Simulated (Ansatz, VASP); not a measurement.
Two plane-wave programs on LaH3

Contents of INCAR:

```
ALGO = Normal
EDIFF = 1E-6
EDIFFG = -0.002
ENCUT = 600
GGA = PS
IBRION = 2
ISIF = 3
ISMEAR = 1
ISPIN = 2
LASPH = T
LCHARG = F
LMAXMIX = 6
LORBIT = 11
LREAL = F
LWAVE = F
MAGMOM = 0.5 -2 2 -1
NELM = 150
NSW = 100
PREC = Accurate
SIGMA = 0.025
```

Contents of KPOINTS:

```
k-points
0
Gamma
  12 12 12
```

File POSCAR:

```
LaH3
1.0
    0.0000000000      2.7864794500      2.7864794500
    2.7864794500      0.0000000000      2.7864794500
    2.7864794500      2.7864794500      0.0000000000
La H
1 3
Direct
    0.0000000000      0.0000000000      0.0000000000
    0.5000000000      0.5000000000      0.5000000000
    0.7500000000      0.7500000000      0.7500000000
    0.2500000000      0.2500000000      0.2500000000
```

Input for Ansatz:

```yaml
crystal:
  lattice:
    - [0.0, 2.78647945, 2.78647945]
    - [2.78647945, 0.0, 2.78647945]
    - [2.78647945, 2.78647945, 0.0]
  atoms:
    - { symbol: La, position: [0.0, 0.0, 0.0], spin: 0.5 }
    - { symbol: H, position: [0.5, 0.5, 0.5], spin: -2.0 }
    - { symbol: H, position: [0.75, 0.75, 0.75], spin: 2.0 }
    - { symbol: H, position: [0.25, 0.25, 0.25], spin: -1.0 }
kpoints:
  mp_grid: { grid: [12, 12, 12] }
scf:
  occupations: { method: cold, width: 0.025 }
hamiltonian:
  xc: pbesol
  pseudopotentials: { kind: paw }
relax:
  f_tol: 0.002
  max_steps: 80
  cell: {}
output:
  forces: true
  stress: true
magnetization:
  spin_polarized: true
```

Alike in both runs: task relaxation of cell and atoms; functional PBEsol; k mesh 12 × 12 × 12; collinear spin.

|  | VASP | Ansatz |
| --- | --- | --- |
| version | VASP 6.6.1 | Ansatz 0.2.0 |
| potentials or method | VASP PAW PBE potentials, release 64 (La, H) | PAW with Ansatz's default frozen-core files, scalar-relativistic |
| plane-wave cutoff (eV) | 600 | 420 |
| occupations | methfessel-paxton of order 1, width 0.025 eV | cold, width 0.025 eV |
| valence electrons in the cell | 14 | 14 |

```csv
,VASP,Ansatz,Ansatz less VASP
net moment per atom (μB),0.00,0.00,0.000
relaxed volume (Å³/atom),10.39,10.41,+0.012
relaxed length of the cell vector where the two differ most in proportion (Å),3.888,3.890,+0.0015
```

VASP's potentials were made for PBE, not for PBEsol. Ansatz's warnings: filled band counts differ across k points, given moment on shells, seeded moment not kept.

Spin-orbit coupling is off throughout.
